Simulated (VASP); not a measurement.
Write the native input for VASP 6.6.1 that does the following.

```
Task                   : single point
Functional             : PBE
Potentials or basis    : VASP PAW PBE potentials, release 64 (Sb, Ru_pv)
Cutoff                 : 520 eV
k mesh                 : 10 × 10 × 10
Occupations            : gaussian, width 0.1 eV
Spin                   : no spin polarisation
Dipole correction      : no
Further INCAR settings : ALGO = Normal; EDIFF = 1e-06; NBANDS = 22
```

The structure of Sb3Ru lies in POSCAR:

```
Sb3Ru
1.0
    4.4947288221      0.0000000000      0.0000000000
    0.0000000000      4.4947288221      0.0000000000
    0.0000000000      0.0000000000      4.4947288221
Sb Ru
3 1
Direct
    0.0000000000      0.5000000000      0.5000000000
    0.5000000000      0.0000000000      0.5000000000
    0.5000000000      0.5000000000      0.0000000000
    0.0000000000      0.0000000000      0.0000000000
```

One way to write it, as run:

INCAR

```
PREC = Accurate
ENCUT = 520
EDIFF = 1E-6
ISMEAR = 0
SIGMA = 0.1
LREAL = False
LASPH = True
NELM = 60
ALGO = Normal
ISIF = 2
LWAVE = False
LCHARG = False
GGA = PE
NBANDS = 22
```

KPOINTS

```
Automatic mesh
0
Gamma
  10 10 10
```

Potentials or basis: VASP PAW PBE potentials, release 64 (Sb, Ru_pv).

Command:

```bash
$ cat potpaw_PBE.64/Sb/POTCAR potpaw_PBE.64/Ru_pv/POTCAR > POTCAR
$ mpirun -np 1 vasp_std > vasp.out
```

Results of the run:

| Property | Result |
| --- | --- |
| Pressure | -0.1 GPa |

Wall time 110 s on 1 thread of AMD EPYC 7R13 Processor (Zen 3), with other jobs on the host, peak memory 0.23 GiB.
